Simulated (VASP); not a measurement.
Runs of VASP 6.6.1 on MnO. The structure is cubic, space group Fm-3m (No. 225). Conventional cell: a = 4.444 Å, b = 4.444 Å, c = 4.444 Å, α = 90.00°, β = 90.00°, γ = 90.00°. Mn (site symmetry m-3m) has 6 O at 2.22 Å within 2.9 Å. O (site symmetry m-3m) has 6 Mn at 2.22 Å within 2.9 Å. 

```csv
potentials or basis,k mesh,cutoff (eV),second run,gap on the mesh (eV),pressure (GPa),moment (μB)
"VASP PAW PBE potentials, release 64 (Mn_sv, O)",8 × 8 × 8,600,valence_matched,0.16,5.2,5.00
"VASP PAW PBE potentials, release 64 (Mn_sv, O)",5 × 5 × 5,600,valence_matched,0.35,5.2,5.00
"VASP PAW PBE potentials, release 64 (Mn_pv, O)",5 × 5 × 5,520,-,(a),7.9,5.00
"VASP PAW PBE potentials, release 64 (Mn_pv, O)",10 × 10 × 10,520,-,0.21,7.9,5.00
"VASP PAW PBE potentials, release 64 (Mn_sv, O)",10 × 10 × 10,600,valence_matched,0.16,5.2,5.00
"VASP PAW PBE potentials, release 64 (Mn_pv, O)",8 × 8 × 8,520,-,0.21,7.9,5.00
```

Alike in all rows: task single point; level PBE+U; spin collinear, ferromagnetic start; Mn d U = 3.9 eV; cell as given; smearing gaussian 0.05 eV.

Estimate the missing entries.

(a) 0.39.

Caveats: some runs use coarse meshes; a cell with one magnetic atom can't hold antiferromagnetic order, which such compounds often take.

A k mesh can miss the band edges.

The runs don't all hold the same shells in valence.
